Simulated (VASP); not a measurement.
Input of a VASP 6.6.1 run:

The input INCAR:

```
ALGO = Normal ; EDIFF = 1E-7
ENCUT = 520 ; GGA = PE
ISIF = 2 ; ISMEAR = -1
LASPH = T ; LCHARG = F
LREAL = Auto ; LWAVE = F
NBANDS = 126 ; NELM = 80
PREC = Accurate ; SIGMA = 0.15
```

File KPOINTS:

```
k-points
0
Gamma
  3 3 1
```

File POSCAR:

```
HW12C12
1.0
    5.7641400000      0.0000000000      0.0000000000
   -2.8820700000      4.9918920000      0.0000000000
    0.0000000000      0.0000000000     19.0596750000
W C H
12 12 1
Direct
    0.0000000000      0.0000000000      0.0524667918
   -0.0000243232     -0.0000406659      0.2022159874
    0.0003376346      0.0006582674      0.3547310749
    0.0000000000      0.5000000000      0.0524667918
   -0.0000122423      0.5000050081      0.2022209193
    0.0003300855      0.4993892095      0.3547338556
    0.5000000000      0.0000000000      0.0524667918
    0.4999913473      0.0000042068      0.2019850286
    0.4999070158     -0.0001682729      0.3548967126
    0.5000000000      0.5000000000      0.0524667918
    0.5000358926      0.5000204331      0.2022228606
    0.4991245261      0.4994370872      0.3547498580
    0.3333333333      0.1666666667      0.1265464915
    0.3334847915      0.1664983938      0.2744459179
    0.3317274516      0.1680068399      0.4136315546
    0.3333333333      0.6666666667      0.1265464915
    0.3334870902      0.6669224815      0.2744488560
    0.3317646950      0.6635980907      0.4136473471
    0.8333333333      0.1666666667      0.1265464915
    0.8330558467      0.1664815665      0.2744346900
    0.8362002011      0.1679241057      0.4136409986
    0.8333333333      0.6666666667      0.1265464915
    0.8333155562      0.6666266017      0.2753999216
    0.8332114960      0.6664056434      0.4198496564
   -0.1666674348     -0.3332994784      0.4771049874
```

Potentials or basis: VASP PAW PBE potentials, release 64 (W_sv, C, H).

The run is started by

```console
$ cat potpaw_PBE.64/W_sv/POTCAR potpaw_PBE.64/C/POTCAR potpaw_PBE.64/H/POTCAR > POTCAR
$ mpirun -np 1 vasp_std > vasp.out
```

Problem. Predict the largest force.

Solution. 0.764 eV/Å.

Forces on the atoms (eV/Å):
```
W    0.000 -0.012  0.717
W    0.002 -0.002 -0.002
W   -0.002 -0.020 -0.036
W   -0.011  0.006  0.717
W   -0.001  0.000 -0.005
W   -0.018  0.017 -0.033
W    0.000  0.000  0.668
W    0.002 -0.003 -0.008
W    0.002  0.004 -0.038
W    0.011  0.006  0.718
W    0.001 -0.003 -0.005
W    0.012  0.014 -0.040
C    0.006 -0.003 -0.763
C    0.001 -0.003  0.009
C    0.005 -0.003  0.099
C    0.000  0.007 -0.763
C   -0.002  0.001  0.010
C    0.002 -0.001  0.093
C   -0.007 -0.004 -0.763
C   -0.005 -0.004  0.014
C   -0.002  0.002  0.095
C    0.000 -0.001 -0.732
C    0.001 -0.003 -0.013
C    0.001  0.008  0.049
H    0.000 -0.002  0.014
```

Caveat: the k points lie up to 0.42 Å⁻¹ apart.
